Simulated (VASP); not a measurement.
Here is a VASP 6.6.1 calculation.

INCAR

```
PREC = Accurate
ENCUT = 520
EDIFF = 1E-6
ISMEAR = -1
SIGMA = 0.05
LREAL = F
LASPH = T
NELM = 100
ALGO = Normal
ISIF = 2
LWAVE = F
LCHARG = T
GGA = PS
LELF = T
LVHAR = T
NBANDS = 17
```

Contents of KPOINTS:

```
Automatic mesh
0
Gamma
  7 7 7
```

The input POSCAR:

```
SnTe
1.0
    0.0000000000      3.1422552596      3.1422552596
    3.1422552596      0.0000000000      3.1422552596
    3.1422552596      3.1422552596      0.0000000000
Te Sn
1 1
Direct
    0.5000000000      0.5000000000      0.5000000000
    0.0000000000      0.0000000000      0.0000000000
```

Potentials or basis: VASP PAW PBE potentials, release 64 (Te, Sn_d).

Command:

```sh
$ cat potpaw_PBE.64/Te/POTCAR potpaw_PBE.64/Sn_d/POTCAR > POTCAR
$ mpirun -np 1 vasp_std > vasp.out
```

Task: What does it give for the pressure?

Result: 0.0 GPa.

Caveat: the PAW data sets were made with another functional, which shifts forces and pressure a little.
